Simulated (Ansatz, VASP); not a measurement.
**ZnO in VASP and in Ansatz**

INCAR

```
SYSTEM = ZnO
ALGO = Normal ; EDIFF = 1E-7
ENCUT = 520 ; GGA = PE
ISIF = 2 ; ISMEAR = 0
LASPH = .True. ; LCHARG = .False.
LREAL = .False. ; LWAVE = .False.
NBANDS = 26 ; NELM = 100
PREC = Accurate ; SIGMA = 0.05
```

Contents of KPOINTS:

```
k-points
0
Gamma
  12 12 6
  0 0 0
```

POSCAR

```
ZnO
1.0
    3.0861044315      0.0000000000      0.0000000000
   -1.5430522157      2.6726448364      0.0000000000
    0.0000000000      0.0000000000      5.9772317740
Zn O
2 2
Direct
    0.3333333333      0.6666666667      0.0015026883
    0.6666666667      0.3333333333      0.5015026883
    0.3333333333      0.6666666667      0.3805973117
    0.6666666667      0.3333333333      0.8805973117
```

Input for Ansatz:

```yaml
crystal:
  lattice:
    - [3.0861044315, 0.0, 0.0]
    - [-1.5430522157, 2.6726448364, 0.0]
    - [0.0, 0.0, 5.977231774]
  atoms:
    - { symbol: Zn, position: [0.3333333333, 0.6666666667, 0.0015026883] }
    - { symbol: Zn, position: [0.6666666667, 0.3333333333, 0.5015026883] }
    - { symbol: O, position: [0.3333333333, 0.6666666667, 0.3805973117] }
    - { symbol: O, position: [0.6666666667, 0.3333333333, 0.8805973117] }
basis:
  ecutwfc: 420
kpoints:
  mp_grid: { grid: [12, 12, 6] }
hamiltonian:
  xc: pbe
scf:
  occupations: { method: gaussian, width: 0.05 }
output:
  forces: true
  stress: true
  eigenvalues: true
```

Alike in both runs: task single point; functional PBE; k mesh 12 × 12 × 6; occupations gaussian, width 0.05 eV; no spin polarisation.

|  | VASP | Ansatz |
| --- | --- | --- |
| version | VASP 6.6.1 | Ansatz 0.2.0 |
| potentials or method | VASP PAW PBE potentials, release 64 (Zn, O), cutoff 520 eV | scalar-relativistic, plane waves, PAW |
| valence electrons in the cell | 36 | 36 |

VASP gave:

* gap on the k mesh at the Fermi level (eV): 0.28
* least direct gap on the mesh (eV): 0.28
* pressure (GPa): 6.5
* traceless stress, the component that is largest in VASP (GPa): -20.80
* rms of the force components (eV/Å): 0.410

Q: Estimate Ansatz's values.

A: gap on the k mesh at the Fermi level (eV): 0.30; least direct gap on the mesh (eV): 0.30; pressure (GPa): 5.5; traceless stress, the component that is largest in VASP (GPa): -20.02; rms of the force components (eV/Å): 0.360.

Atom by atom the forces differ by 0.050 eV/Å (rms over components). With one functional, cell and mesh, what is left measures potentials, basis and numerics.
